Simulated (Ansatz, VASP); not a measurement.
Two plane-wave programs on ZnO

```
Zn O
1.0
     5.43993    0.00000    0.00000
     0.00000    5.43993    0.00000
     0.00000    0.00000    3.20371
Zn O
4 4
Direct
  0.18217 0.18217 0.50000
  0.81783 0.81783 0.50000
  0.68217 0.31783 0.00000
  0.31783 0.68217 0.00000
  0.81790 0.18210 0.50000
  0.18210 0.81790 0.50000
  0.68210 0.68210 0.00000
  0.31790 0.31790 0.00000
```

Alike in both runs: functional LDA; k mesh 6 × 6 × 8; occupations gaussian, width 0.02 eV; no spin polarisation.

Ansatz relaxed the structure, and its values are those at the end. VASP's run is a single point on that final structure, the one shown.

```csv
,VASP,Ansatz
version,VASP 6.6.1,Ansatz 0.2.0
potentials or method,"VASP PAW LDA potentials, release 64 (Zn, O), cutoff 520 eV","scalar-relativistic, plane waves, PAW"
valence electrons in the cell,72,72
```

Ansatz gave:

* gap on the k mesh at the Fermi level (eV): 0.78
* least direct gap on the mesh (eV): 0.78
* pressure (GPa): 0.0

Q: Estimate VASP's values.

A: gap on the k mesh at the Fermi level (eV): 0.79; least direct gap on the mesh (eV): 0.79; pressure (GPa): 1.2.

LDA's correlation is that of Perdew and Zunger in VASP and of Perdew and Wang (1992) in Ansatz.
